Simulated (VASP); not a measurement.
# ZnSe (F-43m) in VASP: relaxation of cell and atoms with LDA

Aim: the relaxation of cell and atoms of ZnSe with LDA.

All numbers are computed with VASP 6.6.1; they aren't measurements. Logs are shortened: lines on timing, memory, paths and dates and some standing lists are left out, and cuts for length are marked.

### Step 1. The cell of the first run

It takes space group F-43m (No. 216, cubic). Conventional cell: a = 5.668 Å, b = 5.668 Å, c = 5.668 Å, α = 90.00°, β = 90.00°, γ = 90.00°. Zn (site symmetry -43m) has 4 Se at 2.45 Å within 3.2 Å. Se (site symmetry -43m) has 4 Zn at 2.45 Å within 3.2 Å.

### Step 2. Relaxation of cell and atoms, LDA

Contents of INCAR:

```
  ALGO = Normal
  EDIFF = 1E-6
  EDIFFG = -0.002
  ENCUT = 600
  IBRION = 2
  ISIF = 3
  ISMEAR = -1
  LASPH = True
  LCHARG = False
  LREAL = False
  LWAVE = False
  NELM = 100
  NSW = 100
  PREC = Accurate
  SIGMA = 0.1
```

Contents of KPOINTS:

```
k-points
0
Gamma
  14 14 14
```

Contents of POSCAR:

```
ZnSe
1.0
    0.0000000000      2.8338000000      2.8338000000
    2.8338000000      0.0000000000      2.8338000000
    2.8338000000      2.8338000000      0.0000000000
Zn Se
1 1
Direct
    0.0000000000      0.0000000000      0.0000000000
    0.7500000000      0.7500000000      0.7500000000
```

Potentials or basis: VASP PAW LDA potentials, release 64 (Zn, Se).

Launch:

```sh
$ cat potpaw_LDA.64/Zn/POTCAR potpaw_LDA.64/Se/POTCAR > POTCAR
$ mpirun -np 1 vasp_std > vasp.out
```

OUTCAR:

```text
EDIFF = 1E-6
   EDIFFG = -0.002
   ENCUT = 600
   IBRION = 2
   ISIF = 3
   ISMEAR = -1
   LASPH = True
   LREAL = False
   NELM = 100
   NSW = 100
   PREC = Accurate

 ion  position               nearest neighbor table
   1  0.000  0.000  0.000-   2 2.45   2 2.45   2 2.45   2 2.45
   2  0.750  0.750  0.750-   1 2.45   1 2.45   1 2.45   1 2.45

  LATTYP: Found a face centered cubic cell.
 ALAT       =     5.6676000000

  Lattice vectors:

 A1 = (   0.0000000000,   2.8338000000,   2.8338000000)
 A2 = (   2.8338000000,   0.0000000000,   2.8338000000)
 A3 = (   2.8338000000,   2.8338000000,   0.0000000000)

Analysis of symmetry for initial positions (statically):
=====================================================================
 Subroutine PRICEL returns:
 Original cell was already a primitive cell.

 Routine SETGRP: Setting up the symmetry group for a
 face centered cubic supercell.

 Subroutine GETGRP returns: Found 24 space group operations
 (whereof 24 operations were pure point group operations)
 out of a pool of 48 trial point group operations.

The static configuration has the point symmetry T_d .

Analysis of symmetry for dynamics (positions and initial velocities):
=====================================================================
 Subroutine PRICEL returns:
 Original cell was already a primitive cell.

 Routine SETGRP: Setting up the symmetry group for a
 face centered cubic supercell.

 Subroutine GETGRP returns: Found 24 space group operations
 (whereof 24 operations were pure point group operations)
 out of a pool of 48 trial point group operations.

The dynamic configuration has the point symmetry T_d .

 Subroutine INISYM returns: Found 24 space group operations
 (whereof 24 operations are pure point group operations),
 and found     1 'primitive' translations

----------------------------------------------------------------------------------------

                                     Primitive cell

  volume of cell :      45.5132

  direct lattice vectors                    reciprocal lattice vectors
     0.000000000  2.833800000  2.833800000    -0.176441527  0.176441527  0.176441527
     2.833800000  0.000000000  2.833800000     0.176441527 -0.176441527  0.176441527
     2.833800000  2.833800000  0.000000000     0.176441527  0.176441527 -0.176441527

  length of vectors
     4.007598393  4.007598393  4.007598393     0.305605690  0.305605690  0.305605690

  position of ions in fractional coordinates (direct lattice)
     0.000000000  0.000000000  0.000000000
     0.750000000  0.750000000  0.750000000

  ion indices of the primitive-cell ions
   primitive index   ion index
                 1           1
                 2           2

----------------------------------------------------------------------------------------

 KPOINTS: k-points

Automatic generation of k-mesh.
 Grid dimensions read from file:
 generate k-points for:   14   14   14

 Generating k-lattice:

  Cartesian coordinates                     Fractional coordinates (reciprocal lattice)
    -0.012602966  0.012602966  0.012602966     0.071428571  0.000000000  0.000000000
     0.012602966 -0.012602966  0.012602966     0.000000000  0.071428571  0.000000000
     0.012602966  0.012602966 -0.012602966     0.000000000  0.000000000  0.071428571

  Length of vectors
     0.021828978  0.021828978  0.021828978

  Shift w.r.t. Gamma in fractional coordinates (k-lattice)
     0.000000000  0.000000000  0.000000000

 Subroutine IBZKPT returns following result:
 ===========================================

 Found    104 irreducible k-points:

 Following reciprocal coordinates:
            Coordinates               Weight
  0.000000  0.000000  0.000000      1.000000
  0.071429  0.000000  0.000000      8.000000
  0.142857  0.000000  0.000000      8.000000
  0.214286  0.000000  0.000000      8.000000
  0.285714  0.000000  0.000000      8.000000
  0.357143  0.000000  0.000000      8.000000
[... 16 lines left out ...]
  0.214286  0.142857  0.000000     24.000000
  0.285714  0.142857  0.000000     24.000000
 [... further k-points ...]
   k-points           NKPTS =    104   k-points in BZ     NKDIM =    104   number of bands    NBANDS=     13
   number of dos      NEDOS =    301   number of ions     NIONS =      2
   total plane-waves  NPLWV =  32768
   dimension x,y,z NGX =    32 NGY =   32 NGZ =   32
   dimension x,y,z NGXF=    64 NGYF=   64 NGZF=   64
   ions per type =               1   1
   NGX,Y,Z   is equivalent  to a cutoff of  13.27, 13.27, 13.27 a.u.
   NGXF,Y,Z  is equivalent  to a cutoff of  26.55, 26.55, 26.55 a.u.
 SYSTEM =  unknown system
   PREC   = accura    normal or accurate (medium, high low for compatibility)
   ISTART =      0    job   : 0-new  1-cont  2-samecut
   ICHARG =      2    charge: 1-file 2-atom 10-const
   ISPIN  =      1    spin polarized calculation?
   LNONCOLLINEAR =      F non collinear calculations
   LSORBIT =      F    spin-orbit coupling
   LASPH  =      T    aspherical Exc in radial PAW
   ENCUT  =  600.0 eV  44.10 Ry    6.64 a.u.   8.00  8.00  8.00*2*pi/ulx,y,z
   NELM   =    100;   NELMIN=  2; NELMDL= -5     # of ELM steps
   EDIFF  = 0.1E-05   stopping-criterion for ELM
   LREAL  =      F    real-space projection
   EDIFFG = -.2E-02   stopping-criterion for IOM
   NSW    =    100    number of steps for IOM
   IBRION =      2    ionic relax: 0-MD 1-quasi-New 2-CG
   NFREE  =      1    steps in history (QN), initial steepest desc. (CG)
   ISIF   =      3    stress and relaxation
   ISYM   =      2    0-nonsym 1-usesym 2-fastsym
   POTIM  = 0.5000    time-step for ionic-motion
   TEBEG  =    0.0;   TEEND  =   0.0 temperature during run
   PSTRESS=    0.0 pullay stress
   NELECT =      18.0000    total number of electrons
   NUPDOWN=      -1.0000    fix difference up-down
   EMIN   =  10.00;   EMAX   =-10.00  energy-range for DOS
   EFERMI =   0.00;   METHOD = LEGACY
   ISMEAR =    -1;   SIGMA  =   0.10  broadening in eV -4-tet -1-fermi 0-gaus
   EFERMI_NEDOS =   21; number of points for ismear=-14 and -15
   IALGO  =     38    algorithm
   IMIX   =      4    mixing-type and parameters
     AMIX     =   0.40;   BMIX     =  1.00
     AMIX_MAG =   1.60;   BMIX_MAG =  1.00
  volume/ion in A,a.u.               =      22.76       153.57
  Fermi-wavevector in a.u.,A,eV,Ry     =   1.201673  2.270834 19.647073  1.444019
  Thomas-Fermi vector in A             =   2.337476
   LORBIT       =      0    0 simple, 1 ext, 2 COOP (PROOUT), +10 PAW based schemes
   GGA     = CA    functional components
   LHFCALC =     F    Hartree Fock is set to
   AEXX    =    0.0000 exact exchange contribution
   IVDW    =     0    specifies the selected vdW correction
   LEPSILON=     F    determine dielectric tensor
   LRPA    =     F    only Hartree local field effects (RPA)
 conjugate gradient relaxation of ions
 non-spin polarized calculation
  energy-cutoff  :      600.00
  volume of cell :       45.51
 maximum number of plane-waves:      1540
   NGX = 17   NGY = 17   NGZ = 17

--------------------------------------- Ionic step        1  -------------------------------------------

 number of electron      17.9999993 magnetization

 Free energy of the ion-electron system (eV)
  ---------------------------------------------------
  ext. energy  EPLUGINS =         0.00000000
  ---------------------------------------------------
  free energy    TOTEN  =        -7.35131185 eV

  energy without entropy =       -7.35128189  energy(sigma->0) =       -7.35129687

------------------------ aborting loop because EDIFF is reached ----------------------------------------

  FORCE on cell =-STRESS in cart. coord.  units (eV):
  Direction    XX          YY          ZZ          XY          YZ          ZX
  --------------------------------------------------------------------------------------
  -------------------------------------------------------------------------------------
  Total       -0.8892861     -0.8892861     -0.8892861      0.0000000      0.0000000      0.0000000
  in kB      -31.3050557    -31.3050557    -31.3050557      0.0000000      0.0000000      0.0000000
  external PRESSURE =     -31.3050557 kB  Pullay stress =       0.0000000 kB

 VOLUME and BASIS-vectors are now :
 -----------------------------------------------------------------------------
  energy-cutoff  :      600.00
  volume of cell :       45.51
      direct lattice vectors                 reciprocal lattice vectors
     0.000000000  2.833800000  2.833800000    -0.176441527  0.176441527  0.176441527
     2.833800000  0.000000000  2.833800000     0.176441527 -0.176441527  0.176441527
     2.833800000  2.833800000  0.000000000     0.176441527  0.176441527 -0.176441527
[... 109 lines left out ...]
 POSITION                                       TOTAL-FORCE (eV/Angst)
 -----------------------------------------------------------------------------------
      5.57246      5.57246      5.57246        -0.000000     -0.000000     -0.000000
      4.17934      4.17934      4.17934         0.000000      0.000000      0.000000
 -----------------------------------------------------------------------------------
    total drift:                               -0.000000     -0.000000     -0.000001

  FREE ENERGIE OF THE ION-ELECTRON SYSTEM (eV)
  ---------------------------------------------------
  free  energy   TOTEN  =        -7.3732998286 eV

  energy  without entropy=       -7.3732884329  energy(sigma->0) =       -7.37329413

--------------------------------------- Ionic step        5  -------------------------------------------

 number of electron      17.9999991 magnetization

 Free energy of the ion-electron system (eV)
  ---------------------------------------------------
  ext. energy  EPLUGINS =         0.00000000
  ---------------------------------------------------
  free energy    TOTEN  =        -7.37333943 eV

  energy without entropy =       -7.37332753  energy(sigma->0) =       -7.37333348

 E-fermi :   2.7502     XC(G=0):  -9.9162

 val. band max:        1.9453105905   @ k =   0.0000   0.0000   0.0000
 cond. band min:       3.2151484430   @ k =   0.0000   0.0000   0.0000
 fundamental gap:      1.2698378525
 Fermi energy:         2.7501696815

 k-point     1 :       0.0000    0.0000    0.0000
  band No.  band energies     occupation
      1     -11.6675      2.00000
      2      -4.9204      2.00000
      3      -4.9204      2.00000
      4      -4.9204      2.00000
      5      -4.5164      2.00000
      6      -4.5164      2.00000
      7       1.9453      1.99936
      8       1.9453      1.99936
      9       1.9453      1.99936
     10       3.2151      0.01895
     11       7.6312      0.00000
     12       7.6312      0.00000
     13       7.6312      0.00000

 k-point     2 :       0.0714    0.0000    0.0000
  band No.  band energies     occupation
      1     -11.6305      2.00000
      2      -4.9197      2.00000
      3      -4.9144      2.00000
      4      -4.9144      2.00000
      5      -4.5171      2.00000
      6      -4.5171      2.00000
      7       1.3109      2.00000
      8       1.8866      1.99964
      9       1.8866      1.99964
     10       3.7348      0.00011
     11       7.5771      0.00000
[... 339 lines left out ...]
 k-point    24 :       0.2857    0.1429    0.0000
  band No.  band energies     occupation
      1     -11.1889      2.00000
      2      -4.9112      2.00000
      3      -4.8296      2.00000
      4      -4.8228      2.00000
      5      -4.5365      2.00000
      6      -4.4973      2.00000
      7      -1.2193      2.00000
      8       0.8775      2.00000
      9       0.8836      2.00000
     10       5.5732      0.00000
     11       6.8081      0.00000
     12       8.8237      0.00000
     13       9.2105      0.00000

 [... further k-points ...]
[... 5 lines left out ...]
  --------------------------------------------------------------------------------------
  -------------------------------------------------------------------------------------
  Total        0.0036485      0.0036485      0.0036485     -0.0000000     -0.0000000     -0.0000000
  in kB        0.1348272      0.1348272      0.1348272     -0.0000000     -0.0000000     -0.0000000
  external PRESSURE =       0.1348272 kB  Pullay stress =       0.0000000 kB

 VOLUME and BASIS-vectors are now :
 -----------------------------------------------------------------------------
  energy-cutoff  :      600.00
  volume of cell :       43.36
      direct lattice vectors                 reciprocal lattice vectors
    -0.000000000  2.788291045  2.788291045    -0.179321309  0.179321309  0.179321309
     2.788291045  0.000000000  2.788291045     0.179321309 -0.179321309  0.179321309
     2.788291045  2.788291045 -0.000000000     0.179321309  0.179321309 -0.179321309

 POSITION                                       TOTAL-FORCE (eV/Angst)
 -----------------------------------------------------------------------------------
      0.00000      0.00000      0.00000        -0.000000     -0.000000      0.000000
      4.18244      4.18244      4.18244         0.000000      0.000000     -0.000000
 -----------------------------------------------------------------------------------
    total drift:                               -0.000000     -0.000000     -0.000000

  FREE ENERGIE OF THE ION-ELECTRON SYSTEM (eV)
  ---------------------------------------------------
  free  energy   TOTEN  =        -7.3733394253 eV

  energy  without entropy=       -7.3733275274  energy(sigma->0) =       -7.37333348

 reached required accuracy - stopping structural energy minimisation
```

Run time: 84 s. Hardware: 1 thread of Intel Xeon 6975P-C (Granite Rapids), shared host; peak memory 0.23 GiB.

What came out:

```yaml
Free_energy: -7.3733 eV
Relaxed_volume: 21.68 Å³/atom
Relaxed_cell: a = 3.943 Å, b = 3.943 Å, c = 3.943 Å, α = 60.00°, β = 60.00°, γ = 60.00°
Space_group_after_relaxing_to_0.1_Å: F-43m (No. 216)
Energy_gained_by_relaxing: 11.0 meV/atom
Ionic_steps: 5
Pressure_after_relaxing: 0.0 GPa
Band_gap_on_the_k_mesh: 1.27 eV
```

The path:
```tsv
step	energy change (eV)	largest force (eV/Å)	pressure (GPa)	volume (Å³)
1	0.0000	0.0000	-3.13	45.51
2	-0.0194	0.0000	1.19	42.65
3	-0.0220	0.0000	-0.17	43.35
4	-0.0220	0.0000	0.12	43.26
5	-0.0220	0.0000	0.01	43.36
```

Final structure:
```
Zn Se
1.0
     0.00000    2.78829    2.78829
     2.78829    0.00000    2.78829
     2.78829    2.78829    0.00000
Zn Se
1 1
Direct
  0.00000 0.00000 0.00000
  0.75000 0.75000 0.75000
```

LDA usually gives volumes a few per cent too small. Zero-point motion and thermal expansion aren't in these numbers.
